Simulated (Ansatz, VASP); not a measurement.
**Mo3H in VASP and in Ansatz**

The input INCAR:

```
PREC     = Accurate       # precision mode
ENCUT    = 600            # plane-wave cutoff, eV
EDIFF    = 1E-6           # SCF threshold, eV
ISMEAR   = 0              # smearing method
SIGMA    = 0.2            # smearing width, eV
LREAL    = False          # projectors in reciprocal space
LASPH    = True           # aspherical terms in the spheres
NELM     = 60             # most SCF steps
ALGO     = Normal         # electronic algorithm
ISIF     = 3              # what is computed and relaxed
LWAVE    = False          # write WAVECAR
LCHARG   = False          # write CHGCAR
GGA      = PE             # functional
IBRION   = 2              # ionic algorithm
NSW      = 36             # ionic steps
EDIFFG   = -0.08          # ionic threshold
```

The input KPOINTS:

```
Automatic mesh
0
Gamma
  7 7 3
```

Contents of POSCAR:

```
Mo3H
1.0
    3.3199890900      0.0000000000      0.0000000000
   -1.6599945500      2.8751948900      0.0000000000
    0.0000000000      0.0000000000      7.6837177400
H Mo
1 3
Direct
    0.0000000000      0.0000000000      0.5000000000
    0.3333333300      0.6666666700      0.5000000000
    0.0000000000      0.0000000000      0.7706889300
    0.0000000000      0.0000000000      0.2293110700
```

Input for Ansatz:

```yaml
crystal:
  lattice:
    - [3.31998909, 0.0, 0.0]
    - [-1.65999455, 2.87519489, 0.0]
    - [0.0, 0.0, 7.68371774]
  atoms:
    - { symbol: H, position: [0.0, 0.0, 0.5] }
    - { symbol: Mo, position: [0.33333333, 0.66666667, 0.5] }
    - { symbol: Mo, position: [0.0, 0.0, 0.77068893] }
    - { symbol: Mo, position: [0.0, 0.0, 0.22931107] }
basis:
  ecutwfc: 420
kpoints:
  mp_grid: { grid: [7, 7, 3] }
hamiltonian:
  xc: pbe
scf:
  occupations: { method: gaussian, width: 0.2 }
  lower_state_search: "off"
output:
  forces: true
  stress: true
  eigenvalues: true
relax:
  adjacent_minimum: "off"
  f_tol: 0.08
  max_steps: 16
  cell: { stress_tol: 0.8 }
```

Alike in both runs: task relaxation of cell and atoms; functional PBE; k mesh 7 × 7 × 3; occupations gaussian, width 0.2 eV; no spin polarisation.

|  | VASP | Ansatz |
| --- | --- | --- |
| version | VASP 6.6.1 | Ansatz 0.2.0 |
| potentials or method | VASP PAW PBE potentials, release 64 (H, Mo_sv), cutoff 600 eV | scalar-relativistic, plane waves, PAW |
| valence electrons in the cell | 43 | 43 |

|  | VASP | Ansatz | Ansatz less VASP |
| --- | --- | --- | --- |
| gap on the k mesh at the Fermi level, each at its own relaxed structure (eV) | none | none | - |
| relaxed volume (Å³/atom) | 13.43 | 13.40 | -0.021 |
| relaxed length of the cell vector where the two differ most in proportion (Å) | 6.720 | 6.682 | -0.0375 |

A gap of «none» marks a metal or a gap that the smearing closes.

Noted on VASP's run: the volume moved by over 15 % at a fixed basis, so the end points are rough.
